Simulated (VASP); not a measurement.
# GaSb (Immm) in VASP: settings compared

The runs below take GaSb through single point, with LDA, PBEsol.

All numbers are computed with VASP 6.6.1; they aren't measurements. Logs are shortened: lines on timing, memory, paths and dates and some standing lists are left out, and cuts for length are marked.

## (1) The cell of the first run

Symmetry: Immm, No. 71, orthorhombic system. Conventional cell: a = 3.153 Å, b = 5.420 Å, c = 5.863 Å, α = 90.00°, β = 90.00°, γ = 90.00°. Within 3.9 Å of Sb (site symmetry mmm) lie 6 Ga at 2.93 to 3.14 Å and 2 Sb at 3.15 Å. Ga (site symmetry mmm) has 6 Sb at 2.93 to 3.14 Å and 2 Ga at 3.15 Å within 3.9 Å.

## (2) Single point, LDA (volume scaled by 1.04)

INCAR

```
ALGO = Normal ; EDIFF = 1E-6
ENCUT = 520 ; GGA = CA
ISIF = 2 ; ISMEAR = -1
LASPH = T ; LCHARG = F
LREAL = F ; LWAVE = F
NBANDS = 16 ; NELM = 80
PREC = Accurate ; SIGMA = 0.05
```

KPOINTS

```
k-points
0
Gamma
  10 10 10
```

POSCAR

```
GaSb
1.0
   -1.5763757296      2.7102044447      2.9313872741
    1.5763757296     -2.7102044447      2.9313872741
    1.5763757296      2.7102044447     -2.9313872741
Sb Ga
1 1
Direct
    0.5000000000      0.5000000000      0.0000000000
    0.0000000000      0.0000000000      0.0000000000
```

Potentials or basis: VASP PAW LDA potentials, release 64 (Sb, Ga_d).

Run with:

```console
cat potpaw_LDA.64/Sb/POTCAR potpaw_LDA.64/Ga_d/POTCAR > POTCAR
mpirun -np 1 vasp_std > vasp.out
```

OUTCAR:

```text
EDIFF = 1E-6
   ENCUT = 520
   GGA = CA
   ISIF = 2
   ISMEAR = -1
   LASPH = T
   LREAL = F
   NELM = 80
   PREC = Accurate

 ion  position               nearest neighbor table
   1  0.500  0.500  0.000-   2 2.93   2 2.93   2 3.14   2 3.14   2 3.14   2 3.14
   2  0.000  0.000  0.000-   1 2.93   1 2.93   1 3.14   1 3.14   1 3.14   1 3.14

  LATTYP: Found a body centered orthorhombic cell.
 ALAT       =     3.1527514592
 B/A-ratio  =     1.7192629865
 C/A-ratio  =     1.8595739703

  Lattice vectors:

 A1 = (  -1.5763757296,   2.7102044447,   2.9313872741)
 A2 = (   1.5763757296,  -2.7102044447,   2.9313872741)
 A3 = (   1.5763757296,   2.7102044447,  -2.9313872741)

Analysis of symmetry for initial positions (statically):
=====================================================================
 Subroutine PRICEL returns:
 Original cell was already a primitive cell.

 Routine SETGRP: Setting up the symmetry group for a
 body centered orthorhombic supercell.

 Subroutine GETGRP returns: Found  8 space group operations
 (whereof  8 operations were pure point group operations)
 out of a pool of  8 trial point group operations.

The static configuration has the point symmetry D_2h.

Analysis of symmetry for dynamics (positions and initial velocities):
=====================================================================
 Subroutine PRICEL returns:
 Original cell was already a primitive cell.

 Routine SETGRP: Setting up the symmetry group for a
 body centered orthorhombic supercell.

 Subroutine GETGRP returns: Found  8 space group operations
 (whereof  8 operations were pure point group operations)
 out of a pool of  8 trial point group operations.

The dynamic configuration has the point symmetry D_2h.

 Subroutine INISYM returns: Found  8 space group operations
 (whereof  8 operations are pure point group operations),
 and found     1 'primitive' translations

----------------------------------------------------------------------------------------

                                     Primitive cell

  volume of cell :      50.0951

  direct lattice vectors                    reciprocal lattice vectors
[... 76 lines left out ...]
   NGXF,Y,Z  is equivalent  to a cutoff of  24.79, 24.79, 24.79 a.u.
 SYSTEM =  unknown system
   PREC   = accura    normal or accurate (medium, high low for compatibility)
   ISTART =      0    job   : 0-new  1-cont  2-samecut
   ICHARG =      2    charge: 1-file 2-atom 10-const
   ISPIN  =      1    spin polarized calculation?
   LNONCOLLINEAR =      F non collinear calculations
   LSORBIT =      F    spin-orbit coupling
   LASPH  =      T    aspherical Exc in radial PAW
   ENCUT  =  520.0 eV  38.22 Ry    6.18 a.u.   7.98  7.98  7.98*2*pi/ulx,y,z
   NELM   =     80;   NELMIN=  2; NELMDL= -5     # of ELM steps
   EDIFF  = 0.1E-05   stopping-criterion for ELM
   LREAL  =      F    real-space projection
   EDIFFG = 0.1E-04   stopping-criterion for IOM
   NSW    =      0    number of steps for IOM
   IBRION =     -1    ionic relax: 0-MD 1-quasi-New 2-CG
   NFREE  =      0    steps in history (QN), initial steepest desc. (CG)
   ISIF   =      2    stress and relaxation
   ISYM   =      2    0-nonsym 1-usesym 2-fastsym
   POTIM  = 0.5000    time-step for ionic-motion
   TEBEG  =    0.0;   TEEND  =   0.0 temperature during run
   PSTRESS=    0.0 pullay stress
   NELECT =      18.0000    total number of electrons
   NUPDOWN=      -1.0000    fix difference up-down
   EMIN   =  10.00;   EMAX   =-10.00  energy-range for DOS
   EFERMI =   0.00;   METHOD = LEGACY
   ISMEAR =    -1;   SIGMA  =   0.05  broadening in eV -4-tet -1-fermi 0-gaus
   EFERMI_NEDOS =   21; number of points for ismear=-14 and -15
   IALGO  =     38    algorithm
   IMIX   =      4    mixing-type and parameters
     AMIX     =   0.40;   BMIX     =  1.00
     AMIX_MAG =   1.60;   BMIX_MAG =  1.00
  volume/ion in A,a.u.               =      25.05       169.03
  Fermi-wavevector in a.u.,A,eV,Ry     =   1.163860  2.199376 18.430039  1.354570
  Thomas-Fermi vector in A             =   2.300405
   LORBIT       =      0    0 simple, 1 ext, 2 COOP (PROOUT), +10 PAW based schemes
   GGA     = CA    functional components
   LHFCALC =     F    Hartree Fock is set to
   AEXX    =    0.0000 exact exchange contribution
   IVDW    =     0    specifies the selected vdW correction
   LEPSILON=     F    determine dielectric tensor
   LRPA    =     F    only Hartree local field effects (RPA)
 non-spin polarized calculation
  energy-cutoff  :      520.00
  volume of cell :       50.10
 maximum number of plane-waves:      1369
   NGX = 15   NGY = 15   NGZ = 15

 number of electron      17.9999997 magnetization

 Free energy of the ion-electron system (eV)
  ---------------------------------------------------
  ext. energy  EPLUGINS =         0.00000000
  ---------------------------------------------------
  free energy    TOTEN  =        -8.24850120 eV

  energy without entropy =       -8.24231429  energy(sigma->0) =       -8.24540775

 E-fermi :   5.9213     XC(G=0): -10.2932

 val. band max:        5.8892129673   @ k =  -0.2000   0.2000   0.1000
 cond. band min:       5.9232448092   @ k =  -0.2000  -0.4000   0.2000
 fundamental gap:      0.0340318419
 Fermi energy:         5.9213315905

 k-point     1 :       0.0000    0.0000    0.0000
  band No.  band energies     occupation
      1      -9.0134      2.00000
      2      -8.9265      2.00000
      3      -8.9229      2.00000
      4      -8.9133      2.00000
      5      -8.8824      2.00000
      6      -5.7391      2.00000
[... 433 lines left out ...]
      3      -8.9278      2.00000
      4      -8.9153      2.00000
      5      -8.8997      2.00000
      6      -4.7228      2.00000
[... 8 lines left out ...]
     15      13.7976      0.00000
     16      15.0320      0.00000

 [... further k-points ...]
[... 5 lines left out ...]
  --------------------------------------------------------------------------------------
  -------------------------------------------------------------------------------------
  Total       -1.6202566     -1.9299707     -2.1261330      0.0000000      0.0000000      0.0000000
  in kB      -51.8202377    -61.7257425    -67.9995487      0.0000000      0.0000000      0.0000000
  external PRESSURE =     -60.5151763 kB  Pullay stress =       0.0000000 kB

 VOLUME and BASIS-vectors are now :
 -----------------------------------------------------------------------------
  energy-cutoff  :      520.00
  volume of cell :       50.10
      direct lattice vectors                 reciprocal lattice vectors
    -1.576375730  2.710204445  2.931387274     0.000000000  0.184487927  0.170567705
     1.576375730 -2.710204445  2.931387274     0.317183265  0.000000000  0.170567705
     1.576375730  2.710204445 -2.931387274     0.317183265  0.184487927  0.000000000

 POSITION                                       TOTAL-FORCE (eV/Angst)
 -----------------------------------------------------------------------------------
      0.00000      0.00000      2.93139         0.000000      0.000000     -0.000000
      0.00000      0.00000      0.00000        -0.000000     -0.000000      0.000000
 -----------------------------------------------------------------------------------
    total drift:                               -0.000000      0.000000      0.000000

  FREE ENERGIE OF THE ION-ELECTRON SYSTEM (eV)
  ---------------------------------------------------
  free  energy   TOTEN  =        -8.2485011991 eV

  energy  without entropy=       -8.2423142922  energy(sigma->0) =       -8.24540775
```

Run time: 54 s. Hardware: 1 thread of AMD EPYC 9R14 (Zen 4), shared host; peak memory 0.23 GiB.

Results:

```yaml
Free_energy: -8.2485 eV
Pressure: -6.1 GPa
Band_gap_on_the_k_mesh: zero (band 9 reaches 7.71 eV, above the bottom of band 10 at 3.57 eV)
```

Caveat: the cell differs from its parent crystal (volume scaled by 1.04); spin-orbit coupling is left out, which moves the levels of the heavy elements.

## (3) Single point, PBEsol (volume scaled by 1.04)

INCAR, as its differences from that of step 2:

```diff
@@ -1,3 +1,3 @@
 ALGO = Normal ; EDIFF = 1E-6
-ENCUT = 520 ; GGA = CA
+ENCUT = 520 ; GGA = PS
 ISIF = 2 ; ISMEAR = -1
```

KPOINTS is that of step 2.

POSCAR is that of step 2.

Potentials or basis: VASP PAW PBE potentials, release 64 (Sb, Ga_d).

Run with:

```console
cat potpaw_PBE.64/Sb/POTCAR potpaw_PBE.64/Ga_d/POTCAR > POTCAR
mpirun -np 1 vasp_std > vasp.out
```

Wall time 52 s (1 thread of AMD EPYC 9R14 (Zen 4), shared host); peak memory 0.25 GiB.

The run converged. Its results:

```
Free energy            : -7.8050 eV
Pressure               : -4.9 GPa
Band gap on the k mesh : zero (band 9 reaches 7.79 eV, above the bottom of band 10 at 3.58 eV)
```

Stress tensor (GPa, compression positive):
```
-4.01  0.00  0.00
 0.00 -5.02  0.00
 0.00  0.00 -5.52
```

Levels at points of the mesh, in eV from the Fermi level:
| k point | band 7 | band 8 | band 9 | band 10 | band 11 | band 12 |
| --- | --- | --- | --- | --- | --- | --- |
| (0.00, 0.00, 0.00) | -3.32 | -2.03 | -1.62 | 3.41 | 5.11 | 5.98 |
| (0.50, 0.00, 0.00) | -7.79 | -0.19 | 1.49 | 1.92 | 2.50 | 4.60 |
| (0.00, 0.50, 0.00) | -5.84 | -1.97 | -0.41 | -0.23 | 1.16 | 2.69 |
| (0.50, 0.50, 0.00) | -4.81 | -3.07 | -1.94 | -1.61 | 3.35 | 3.76 |
| (0.50, 0.50, 0.50) | -5.82 | -4.86 | -4.57 | 3.19 | 7.00 | 9.23 |

Caveat: the cell differs from its parent crystal (volume scaled by 1.04); the PAW data sets were made with another functional, which shifts forces and pressure a little; spin-orbit coupling is left out, which moves the levels of the heavy elements.

## (4) Single point, LDA

This run uses another cell than the first one, of 22.12 Å³/atom, 0.883 times its volume.

INCAR

```
PREC     = Accurate       # precision mode
ENCUT    = 520            # plane-wave cutoff, eV
EDIFF    = 1E-7           # SCF threshold, eV
ISMEAR   = -1             # smearing method
SIGMA    = 0.05           # smearing width, eV
LREAL    = F              # projectors in reciprocal space
LASPH    = T              # aspherical terms in the spheres
NELM     = 100            # most SCF steps
ALGO     = Normal         # electronic algorithm
ISIF     = 2              # what is computed and relaxed
LWAVE    = F              # write WAVECAR
LCHARG   = F              # write CHGCAR
NBANDS   = 16             # bands
```

KPOINTS

```
regular mesh
0
Gamma
  7 7 7
```

POSCAR

```
GaSb
1.0
   -1.5204009295      2.5929891225      2.8052472049
    1.5204009295     -2.5929891225      2.8052472049
    1.5204009295      2.5929891225     -2.8052472049
Sb Ga
1 1
Direct
    0.5000000000      0.5000000000      0.0000000000
    0.0000000000      0.0000000000      0.0000000000
```

Potentials or basis: VASP PAW LDA potentials, release 64 (Sb, Ga_d).

Run with:

```console
cat potpaw_LDA.64/Sb/POTCAR potpaw_LDA.64/Ga_d/POTCAR > POTCAR
mpirun -np 1 vasp_std > vasp.out
```

It took 37 s on 1 thread of AMD EPYC 7R43 (Zen 3), shared host; peak memory 0.15 GiB.

Results (log left out):

```
Free energy            : -8.4248 eV
Pressure               : 0.2 GPa
Band gap on the k mesh : zero (band 9 reaches 9.42 eV, above the bottom of band 10 at 4.83 eV)
```

Levels at points of the mesh, in eV from the Fermi level:
| k point | band 7 | band 8 | band 9 | band 10 | band 11 | band 12 |
| --- | --- | --- | --- | --- | --- | --- |
| (0.00, 0.00, 0.00) | -2.94 | -2.31 | -1.84 | 3.34 | 5.77 | 6.54 |

Caveat: spin-orbit coupling is left out, which moves the levels of the heavy elements.

## (5) Single point, LDA

This run uses another cell than the first one, of 24.08 Å³/atom, 0.962 times its volume.

INCAR

```
SYSTEM = GaSb
ALGO = Normal
EDIFF = 1E-6
ENCUT = 520
ISIF = 2
ISMEAR = -1
LASPH = .True.
LCHARG = .True.
LELF = .True.
LREAL = .False.
LVHAR = .True.
LWAVE = .False.
NBANDS = 16
NELM = 80
PREC = Accurate
SIGMA = 0.05
```

KPOINTS

```
k-points
0
Gamma
  7 7 7
  0 0 0
```

POSCAR

```
GaSb
1.0
   -1.5559010000      2.6750030000      2.8933130000
    1.5559010000     -2.6750030000      2.8933130000
    1.5559010000      2.6750030000     -2.8933130000
Sb Ga
1 1
Direct
    0.5000000000      0.5000000000      0.0000000000
    0.0000000000      0.0000000000      0.0000000000
```

Run with:

```console
cat potpaw_LDA.64/Sb/POTCAR potpaw_LDA.64/Ga_d/POTCAR > POTCAR
mpirun -np 1 vasp_std > vasp.out
```

It took 33 s on 1 thread of AMD EPYC 7R43 (Zen 3), shared host; peak memory 0.15 GiB.

The run converged. Its results:

```yaml
Free_energy: -8.3653 eV
Pressure: -4.6 GPa
Band_gap_on_the_k_mesh: zero (band 9 reaches 8.12 eV, above the bottom of band 10 at 4.14 eV)
```

Stress tensor (GPa, compression positive):
```
-3.96  0.00  0.00
 0.00 -4.54  0.00
 0.00  0.00 -5.34
```

Levels at points of the mesh, in eV from the Fermi level:
```tsv
k point	band 6	band 7	band 8	band 9	band 10	band 11	band 12	band 13
(0.00, 0.00, 0.00)	-11.91	-3.27	-2.10	-1.66	3.47	5.35	6.12	7.48
```

Caveat: spin-orbit coupling is left out, which moves the levels of the heavy elements.

## (6) Summary

```tsv
level	potentials or basis	cell	k mesh	gap on the mesh (eV)	pressure (GPa)
LDA	VASP PAW LDA potentials, release 64 (Sb, Ga_d)	a = 4.292 Å, angles 136.9, 101.7, 93.9°, 2 atoms	10 × 10 × 10	none	-6.1
PBEsol	VASP PAW PBE potentials, release 64 (Sb, Ga_d)	a = 4.292 Å, angles 136.9, 101.7, 93.9°, 2 atoms	10 × 10 × 10	none	-4.9
LDA	VASP PAW LDA potentials, release 64 (Sb, Ga_d)	a = 4.112 Å, angles 136.6, 101.8, 94.0°, 2 atoms	7 × 7 × 7	none	0.2
LDA	VASP PAW LDA potentials, release 64 (Sb, Ga_d)	a = 4.236 Å, angles 136.9, 101.7, 93.9°, 2 atoms	7 × 7 × 7	none	-4.6
```

Alike in all rows: task single point; no spin polarisation; cutoff (eV) 520; smearing fermi-dirac 0.05 eV.

Caveats: spin-orbit coupling is left out, which moves the levels of the heavy elements; the PAW data sets were made with another functional, which shifts forces and pressure a little (some runs).

Absolute energies hang on the potentials; compare differences alone.
